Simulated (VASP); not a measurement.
# HfN (zincblende type): single point with PBE

The system is HfN (zincblende type).

```
Hf N
1.0
     0.00000    2.32829    2.32829
     2.32829    0.00000    2.32829
     2.32829    2.32829    0.00000
Hf N
1 1
Direct
  0.00000 0.00000 0.00000
  0.25000 0.25000 0.25000
```

This cell differs from its parent crystal: volume scaled by 0.85.

```json
{"Program": "VASP 6.6.1", "Task": "single point", "Functional": "PBE", "Potentials or basis": "VASP PAW PBE potentials, release 64 (Hf_pv, N)", "Cutoff": "520 eV", "k mesh": "14 × 14 × 14", "Occupations": "fermi-dirac, width 0.08 eV", "Spin": "no spin polarisation"}
```

| Item | Value |
| --- | --- |
| Pressure | 42.4 GPa |

Levels at points of the mesh, in eV from the Fermi level:
```
           k point  band 4  band 5  band 6  band 7  band 8  band 9  band 10  band 11
(0.00, 0.00, 0.00)  -17.02   -6.28   -6.28   -6.28   -0.38    2.58     2.58     7.58
(0.50, 0.00, 0.00)  -15.58   -6.02   -5.54   -5.54    1.78    3.23     3.23     4.81
(0.50, 0.50, 0.00)  -15.06   -7.86   -3.79   -3.79   -1.22    2.64     4.87     5.57
```

Wall time 11 s on 1 thread of Intel Xeon 6975P-C (shared host), peak memory 0.17 GiB.

Caveat: spin-orbit coupling is left out, which moves the levels of the heavy elements.
